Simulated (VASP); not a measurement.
# NaFeO3 (Pm-3m) in VASP: further runs

NaFeO3 is run at these levels: LDA+U; tasks: single point.

All numbers are computed with VASP 6.6.1; they aren't measurements. Logs are shortened: lines on timing, memory, paths and dates and some standing lists are left out, and cuts for length are marked.

### 1 The cell of the first run

The structure is cubic, space group Pm-3m (No. 221). Conventional cell: a = 3.830 Å, b = 3.830 Å, c = 3.830 Å, α = 90.00°, β = 90.00°, γ = 90.00°. Within 3.6 Å of Na (site symmetry m-3m) lie 12 O at 2.71 Å and 8 Fe at 3.32 Å. Fe (site symmetry m-3m) has 6 O at 1.92 Å within 2.5 Å. O (site symmetry 4/mmm) has 2 Fe at 1.92 Å within 2.5 Å.

### 2 Single point, LDA+U, collinear spin, ferromagnetic start

INCAR

```
ALGO = Normal
EDIFF = 1E-6
ENCUT = 520
GGA = CA
ISIF = 2
ISMEAR = -1
ISPIN = 2
LASPH = T
LCHARG = F
LDAU = T
LDAUJ = 0 0 0
LDAUL = -1 2 -1
LDAUPRINT = 1
LDAUTYPE = 2
LDAUU = 0 2 0
LMAXMIX = 4
LORBIT = 11
LREAL = F
LWAVE = F
MAGMOM = 0 2.4 0 0 0
NBANDS = 28
NELM = 150
PREC = Accurate
SIGMA = 0.1
```

KPOINTS

```
k-points
0
Gamma
  7 7 7
```

POSCAR

```
NaFeO3
1.0
    3.8304800000      0.0000000000      0.0000000000
    0.0000000000      3.8304800000      0.0000000000
    0.0000000000      0.0000000000      3.8304800000
Na Fe O
1 1 3
Direct
    0.0000000000      0.0000000000      0.0000000000
    0.5000000000      0.5000000000      0.5000000000
    0.5000000000      0.5000000000      0.0000000000
    0.5000000000      0.0000000000      0.5000000000
    0.0000000000      0.5000000000      0.5000000000
```

Potentials or basis: VASP PAW LDA potentials, release 64 (Na_pv, Fe, O).

The run is started by

```console
cat potpaw_LDA.64/Na_pv/POTCAR potpaw_LDA.64/Fe/POTCAR potpaw_LDA.64/O/POTCAR > POTCAR
mpirun -np 1 vasp_std > vasp.out
```

OUTCAR:

```text
EDIFF = 1E-6
   ENCUT = 520
   GGA = CA
   ISIF = 2
   ISMEAR = -1
   ISPIN = 2
   LASPH = T
   LORBIT = 11
   LREAL = F
   NELM = 150
   PREC = Accurate

 ion  position               nearest neighbor table
   1  0.000  0.000  0.000-
   2  0.500  0.500  0.500-   3 1.92   4 1.92   5 1.92   3 1.92   4 1.92   5 1.92
   3  0.500  0.500  0.000-   2 1.92   2 1.92
   4  0.500  0.000  0.500-   2 1.92   2 1.92
   5  0.000  0.500  0.500-   2 1.92   2 1.92

  LATTYP: Found a simple cubic cell.
 ALAT       =     3.8304800000

  Lattice vectors:

 A1 = (   3.8304800000,   0.0000000000,   0.0000000000)
 A2 = (   0.0000000000,   3.8304800000,   0.0000000000)
 A3 = (   0.0000000000,   0.0000000000,   3.8304800000)

Analysis of symmetry for initial positions (statically):
=====================================================================
 Subroutine PRICEL returns:
 Original cell was already a primitive cell.

 Routine SETGRP: Setting up the symmetry group for a
 simple cubic supercell.

 Subroutine GETGRP returns: Found 48 space group operations
 (whereof 48 operations were pure point group operations)
 out of a pool of 48 trial point group operations.

The static configuration has the point symmetry O_h .

Analysis of symmetry for dynamics (positions and initial velocities):
=====================================================================
 Subroutine PRICEL returns:
 Original cell was already a primitive cell.

 Routine SETGRP: Setting up the symmetry group for a
 simple cubic supercell.

 Subroutine GETGRP returns: Found 48 space group operations
 (whereof 48 operations were pure point group operations)
 out of a pool of 48 trial point group operations.

The dynamic configuration has the point symmetry O_h .

Analysis of structural, dynamic, and magnetic symmetry:
=====================================================================
 Subroutine PRICEL returns:
 Original cell was already a primitive cell.

 Routine SETGRP: Setting up the symmetry group for a
 simple cubic supercell.

 Subroutine GETGRP returns: Found 48 space group operations
 (whereof 48 operations were pure point group operations)
 out of a pool of 48 trial point group operations.

The overall configuration has the point symmetry O_h .

 Subroutine INISYM returns: Found 48 space group operations
 (whereof 48 operations are pure point group operations),
 and found     1 'primitive' translations

----------------------------------------------------------------------------------------

                                     Primitive cell

  volume of cell :      56.2030

  direct lattice vectors                    reciprocal lattice vectors
     3.830480000  0.000000000  0.000000000     0.261063888  0.000000000  0.000000000
     0.000000000  3.830480000  0.000000000     0.000000000  0.261063888  0.000000000
     0.000000000  0.000000000  3.830480000     0.000000000  0.000000000  0.261063888

  length of vectors
     3.830480000  3.830480000  3.830480000     0.261063888  0.261063888  0.261063888

  position of ions in fractional coordinates (direct lattice)
     0.000000000  0.000000000  0.000000000
     0.500000000  0.500000000  0.500000000
     0.500000000  0.500000000  0.000000000
     0.500000000  0.000000000  0.500000000
     0.000000000  0.500000000  0.500000000

  ion indices of the primitive-cell ions
   primitive index   ion index
                 1           1
                 2           2
                 3           3
                 4           4
                 5           5

----------------------------------------------------------------------------------------

 KPOINTS: k-points

Automatic generation of k-mesh.
 Grid dimensions read from file:
 generate k-points for:    7    7    7

 Generating k-lattice:

  Cartesian coordinates                     Fractional coordinates (reciprocal lattice)
     0.037294841  0.000000000  0.000000000     0.142857143  0.000000000  0.000000000
     0.000000000  0.037294841  0.000000000     0.000000000  0.142857143  0.000000000
     0.000000000  0.000000000  0.037294841     0.000000000  0.000000000  0.142857143

  Length of vectors
     0.037294841  0.037294841  0.037294841

  Shift w.r.t. Gamma in fractional coordinates (k-lattice)
     0.000000000  0.000000000  0.000000000
[... 33 lines left out ...]
   ions per type =               1   1   3
   NGX,Y,Z   is equivalent  to a cutoff of  12.15, 12.15, 12.15 a.u.
   NGXF,Y,Z  is equivalent  to a cutoff of  24.30, 24.30, 24.30 a.u.
 SYSTEM =  unknown system
   PREC   = accura    normal or accurate (medium, high low for compatibility)
   ISTART =      0    job   : 0-new  1-cont  2-samecut
   ICHARG =      2    charge: 1-file 2-atom 10-const
   ISPIN  =      2    spin polarized calculation?
   LNONCOLLINEAR =      F non collinear calculations
   LSORBIT =      F    spin-orbit coupling
   LASPH  =      T    aspherical Exc in radial PAW
   ENCUT  =  520.0 eV  38.22 Ry    6.18 a.u.   7.12  7.12  7.12*2*pi/ulx,y,z
   NELM   =    150;   NELMIN=  2; NELMDL= -5     # of ELM steps
   EDIFF  = 0.1E-05   stopping-criterion for ELM
   LREAL  =      F    real-space projection
   EDIFFG = 0.1E-04   stopping-criterion for IOM
   NSW    =      0    number of steps for IOM
   IBRION =     -1    ionic relax: 0-MD 1-quasi-New 2-CG
   NFREE  =      0    steps in history (QN), initial steepest desc. (CG)
   ISIF   =      2    stress and relaxation
   ISYM   =      2    0-nonsym 1-usesym 2-fastsym
   POTIM  = 0.5000    time-step for ionic-motion
   TEBEG  =    0.0;   TEEND  =   0.0 temperature during run
   PSTRESS=    0.0 pullay stress
   NELECT =      33.0000    total number of electrons
   NUPDOWN=      -1.0000    fix difference up-down
   EMIN   =  10.00;   EMAX   =-10.00  energy-range for DOS
   EFERMI =   0.00;   METHOD = LEGACY
   ISMEAR =    -1;   SIGMA  =   0.10  broadening in eV -4-tet -1-fermi 0-gaus
   EFERMI_NEDOS =   21; number of points for ismear=-14 and -15
   IALGO  =     38    algorithm
   IMIX   =      4    mixing-type and parameters
     AMIX     =   0.40;   BMIX     =  1.00
     AMIX_MAG =   1.60;   BMIX_MAG =  1.00
  volume/ion in A,a.u.               =      11.24        75.86
  Fermi-wavevector in a.u.,A,eV,Ry     =   1.370859  2.590549 25.568827  1.879256
  Thomas-Fermi vector in A             =   2.496608
   LORBIT       =     11    0 simple, 1 ext, 2 COOP (PROOUT), +10 PAW based schemes
 LDA+U is selected, type is set to LDAUTYPE =  2
   angular momentum for each species LDAUL =    -1    2   -1
   U (eV)           for each species LDAUU =   0.0  2.0  0.0
   J (eV)           for each species LDAUJ =   0.0  0.0  0.0
   GGA     = CA    functional components
   LHFCALC =     F    Hartree Fock is set to
   AEXX    =    0.0000 exact exchange contribution
   IVDW    =     0    specifies the selected vdW correction
   LEPSILON=     F    determine dielectric tensor
   LRPA    =     F    only Hartree local field effects (RPA)
 spin polarized calculation
  energy-cutoff  :      520.00
  volume of cell :       56.20
 maximum number of plane-waves:      1524
   NGX = 15   NGY = 15   NGZ = 15

atom =   2  type =  2  l = 2

 onsite density matrix

spin component  1

  0.9805 -0.0000  0.0000 -0.0000 -0.0000
 -0.0000  0.9805  0.0000  0.0000 -0.0000
  0.0000  0.0000  0.7720 -0.0000  0.0000
 -0.0000  0.0000 -0.0000  0.9805 -0.0000
 -0.0000 -0.0000  0.0000 -0.0000  0.7720

spin component  2

  0.2668  0.0000  0.0000  0.0000  0.0000
  0.0000  0.2668 -0.0000  0.0000  0.0000
  0.0000 -0.0000  0.3707 -0.0000 -0.0000
  0.0000  0.0000 -0.0000  0.2668  0.0000
  0.0000  0.0000 -0.0000  0.0000  0.3707

 occupancies and eigenvectors

  o =  0.2668  v =  0.0000  0.0000  0.0000  0.0000  0.0000  0.0000 -0.9989 -0.0000 -0.0462  0.0000      0.0000  0.0000  0.0000  0.0000  0.0000  0.0000  0.0000  0.0000  0.0000  0.0000
  o =  0.2668  v =  0.0000  0.0000  0.0000  0.0000  0.0000  0.0000  0.0462  0.0000 -0.9989  0.0000      0.0000  0.0000  0.0000  0.0000  0.0000  0.0000  0.0000  0.0000  0.0000  0.0000
  o =  0.2668  v =  0.0000  0.0000  0.0000  0.0000  0.0000  1.0000  0.0000  0.0000  0.0000  0.0000      0.0000  0.0000  0.0000  0.0000  0.0000  0.0000  0.0000  0.0000  0.0000  0.0000
  o =  0.3707  v =  0.0000  0.0000  0.0000  0.0000  0.0000  0.0000 -0.0000  0.1392  0.0000  0.9903      0.0000  0.0000  0.0000  0.0000  0.0000  0.0000  0.0000  0.0000  0.0000  0.0000
  o =  0.3707  v =  0.0000  0.0000  0.0000  0.0000  0.0000  0.0000  0.0000 -0.9903 -0.0000  0.1392      0.0000  0.0000  0.0000  0.0000  0.0000  0.0000  0.0000  0.0000  0.0000  0.0000
  o =  0.7720  v =  0.0000 -0.0000  0.8909 -0.0000 -0.4541  0.0000  0.0000  0.0000  0.0000  0.0000      0.0000  0.0000  0.0000  0.0000  0.0000  0.0000  0.0000  0.0000  0.0000  0.0000
  o =  0.7720  v =  0.0000 -0.0000 -0.4541 -0.0000 -0.8909  0.0000  0.0000  0.0000  0.0000  0.0000      0.0000  0.0000  0.0000  0.0000  0.0000  0.0000  0.0000  0.0000  0.0000  0.0000
  o =  0.9805  v =  1.0000  0.0000  0.0000  0.0000  0.0000  0.0000  0.0000  0.0000  0.0000  0.0000      0.0000  0.0000  0.0000  0.0000  0.0000  0.0000  0.0000  0.0000  0.0000  0.0000
  o =  0.9805  v =  0.0000 -0.1847 -0.0000 -0.9828  0.0000  0.0000  0.0000  0.0000  0.0000  0.0000      0.0000  0.0000  0.0000  0.0000  0.0000  0.0000  0.0000  0.0000  0.0000  0.0000
  o =  0.9805  v =  0.0000  0.9828  0.0000 -0.1847 -0.0000  0.0000  0.0000  0.0000  0.0000  0.0000      0.0000  0.0000  0.0000  0.0000  0.0000  0.0000  0.0000  0.0000  0.0000  0.0000

 number of electron      32.9999983 magnetization       4.3458662

 Free energy of the ion-electron system (eV)
  ---------------------------------------------------
  ext. energy  EPLUGINS =         0.00000000
  ---------------------------------------------------
  free energy    TOTEN  =       -31.68078787 eV

  energy without entropy =      -31.60091301  energy(sigma->0) =      -31.64085044

 E-fermi :   1.0490     XC(G=0): -11.0116

 val. band max:        1.0324023487   @ k =   0.2857   0.2857   0.0000
 cond. band min:       1.0576713280   @ k =   0.2857   0.2857   0.1429
 fundamental gap:      0.0252689793
 Fermi energy:         1.0490413088

 spin component 1

 k-point     1 :       0.0000    0.0000    0.0000
  band No.  band energies     occupation
      1     -20.1335      1.00000
      2     -20.1335      1.00000
      3     -20.1335      1.00000
      4     -17.0327      1.00000
      5     -15.5263      1.00000
      6     -15.5263      1.00000
[... 609 lines left out ...]
     27      14.3416      0.00000
     28      16.8956      0.00000
 Fermi energy:         1.0490413088

 spin component 2

 k-point     1 :       0.0000    0.0000    0.0000
  band No.  band energies     occupation
      1     -20.1315      1.00000
      2     -20.1315      1.00000
      3     -20.1315      1.00000
      4     -16.4210      1.00000
      5     -14.7574      1.00000
      6     -14.7574      1.00000
[... 609 lines left out ...]
     27      14.7665      0.00000
     28      17.5181      0.00000

------------------------ aborting loop because EDIFF is reached ----------------------------------------

  FORCE on cell =-STRESS in cart. coord.  units (eV):
  Direction    XX          YY          ZZ          XY          YZ          ZX
  --------------------------------------------------------------------------------------
  -------------------------------------------------------------------------------------
  Total       -5.9720352     -5.9720352     -5.9720352     -0.0000000      0.0000000     -0.0000000
  in kB     -170.2445989   -170.2445989   -170.2445989     -0.0000000      0.0000000     -0.0000000
  external PRESSURE =    -170.2445989 kB  Pullay stress =       0.0000000 kB

 VOLUME and BASIS-vectors are now :
 -----------------------------------------------------------------------------
  energy-cutoff  :      520.00
  volume of cell :       56.20
      direct lattice vectors                 reciprocal lattice vectors
     3.830480000  0.000000000  0.000000000     0.261063888  0.000000000  0.000000000
     0.000000000  3.830480000  0.000000000     0.000000000  0.261063888  0.000000000
     0.000000000  0.000000000  3.830480000     0.000000000  0.000000000  0.261063888

 POSITION                                       TOTAL-FORCE (eV/Angst)
 -----------------------------------------------------------------------------------
      0.00000      0.00000      0.00000         0.000000      0.000000      0.000000
      1.91524      1.91524      1.91524         0.000000      0.000000      0.000000
      1.91524      1.91524      0.00000         0.000000      0.000000      0.000000
      1.91524      0.00000      1.91524         0.000000      0.000000      0.000000
      0.00000      1.91524      1.91524         0.000000      0.000000      0.000000
 -----------------------------------------------------------------------------------
    total drift:                                0.000000      0.000000      0.000000

  FREE ENERGIE OF THE ION-ELECTRON SYSTEM (eV)
  ---------------------------------------------------
  free  energy   TOTEN  =       -31.6807878744 eV

  energy  without entropy=      -31.6009130068  energy(sigma->0) =      -31.64085044

 total charge

# of ion       s       p       d       tot
------------------------------------------
    1        0.035   5.972   0.000   6.007
    2        0.424   0.685   5.997   7.107
    3        1.568   3.306   0.000   4.873
    4        1.568   3.306   0.000   4.873
    5        1.568   3.306   0.000   4.873
--------------------------------------------------
tot          5.163  16.574   5.997  27.734

 magnetization (x)

# of ion       s       p       d       tot
------------------------------------------
    1        0.000   0.000   0.000   0.001
    2        0.008   0.004   2.945   2.957
    3        0.012   0.352   0.000   0.364
    4        0.012   0.352   0.000   0.364
    5        0.012   0.352   0.000   0.364
--------------------------------------------------
tot          0.045   1.061   2.945   4.051
```

Wall time 50 s (1 thread of Intel Xeon Platinum 8375C at 2.90GHz (Ice Lake), shared host); peak memory 0.17 GiB.

What came out:

- Free energy: -31.6808 eV
- Pressure: -17.0 GPa
- Net moment: 4.35 μB per cell
- Site moments: Na +0.00; Fe +2.96; O +0.36 μB
- Valence electrons inside the program's atomic spheres: Na 6.01; Fe 7.11; O 4.87

Levels at points of the mesh, in eV from the Fermi level:
Spin up:
```csv
k point,band 16,band 17,band 18,band 19,band 20,band 21,band 22,band 23
"(0.00, 0.00, 0.00)",-1.33,-1.33,-0.98,-0.98,-0.98,5.56,11.05,11.75
```
Spin down:
| k point | band 12 | band 13 | band 14 | band 15 | band 16 | band 17 | band 18 | band 19 |
| --- | --- | --- | --- | --- | --- | --- | --- | --- |
| (0.00, 0.00, 0.00) | -0.52 | -0.33 | -0.33 | -0.33 | 0.08 | 0.08 | 0.08 | 0.97 |

Eigenvalues of the final occupation matrices:
| site | spin | trace | eigenvalues |
| --- | --- | --- | --- |
| site 2 d | 1 | 4.49 | 0.77 0.77 0.98 0.98 0.98 |
| site 2 d | 2 | 1.54 | 0.27 0.27 0.27 0.37 0.37 |

Caveat: a cell with one magnetic atom can't hold antiferromagnetic order, which such compounds often take. The state reached can hang on the start; a lower one may exist.

### 3 Single point, LDA+U, collinear spin, ferromagnetic start

INCAR

```
SYSTEM = NaFeO3
  PREC = Accurate
  ENCUT = 520
  EDIFF = 1E-6
  ISMEAR = -1
  SIGMA = 0.1
  LREAL = .FALSE.
  LASPH = .TRUE.
  NELM = 150
  ALGO = Normal
  ISIF = 2
  LWAVE = .FALSE.
  LCHARG = .FALSE.
  ISPIN = 2
  MAGMOM = 0 2.4 0 0 0
  LORBIT = 11
  LMAXMIX = 4
  LDAU = .TRUE.
  LDAUTYPE = 2
  LDAUL = -1 2 -1
  LDAUU = 0 4 0
  LDAUJ = 0 0 0
  LDAUPRINT = 1
  NBANDS = 28
```

KPOINTS

```
regular mesh
0
G
  7 7 7
  0 0 0
```

POSCAR is that of step 2.

Potentials or basis: VASP PAW LDA potentials, release 64 (Na_pv, Fe, O).

The run is started by

```console
cat potpaw_LDA.64/Na_pv/POTCAR potpaw_LDA.64/Fe/POTCAR potpaw_LDA.64/O/POTCAR > POTCAR
mpirun -np 1 vasp_std > vasp.out
```

It took 59 s on 1 thread of Intel Xeon Platinum 8375C at 2.90GHz (Ice Lake), shared host; peak memory 0.18 GiB.

The run converged. Its results:

| Quantity | Value |
| --- | --- |
| Free energy | -30.3694 eV |
| Pressure | -13.9 GPa |
| Net moment | 4.76 μB per cell |
| Site moments | Na -0.00; Fe +3.46; O +0.35 μB |
| Valence electrons inside the program's atomic spheres | Na 6.01; Fe 7.09; O 4.88 |

Levels at points of the mesh, in eV from the Fermi level:
Spin up:
| k point | band 16 | band 17 | band 18 | band 19 | band 20 | band 21 | band 22 | band 23 |
| --- | --- | --- | --- | --- | --- | --- | --- | --- |
| (0.00, 0.00, 0.00) | -1.18 | -1.18 | -0.82 | -0.82 | -0.82 | 5.69 | 11.02 | 11.88 |
Spin down:
| k point | band 12 | band 13 | band 14 | band 15 | band 16 | band 17 |
| --- | --- | --- | --- | --- | --- | --- |
| (0.00, 0.00, 0.00) | -0.40 | -0.20 | -0.20 | -0.20 | 0.91 | 0.91 |

Eigenvalues of the final occupation matrices:
| site | spin | trace | eigenvalues |
| --- | --- | --- | --- |
| site 2 d | 1 | 4.72 | 0.87 0.87 0.99 0.99 0.99 |
| site 2 d | 2 | 1.28 | 0.19 0.19 0.19 0.35 0.35 |

Caveat: a cell with one magnetic atom can't hold antiferromagnetic order, which such compounds often take. The state reached can hang on the start; a lower one may exist.

[end of part 1 of 2]
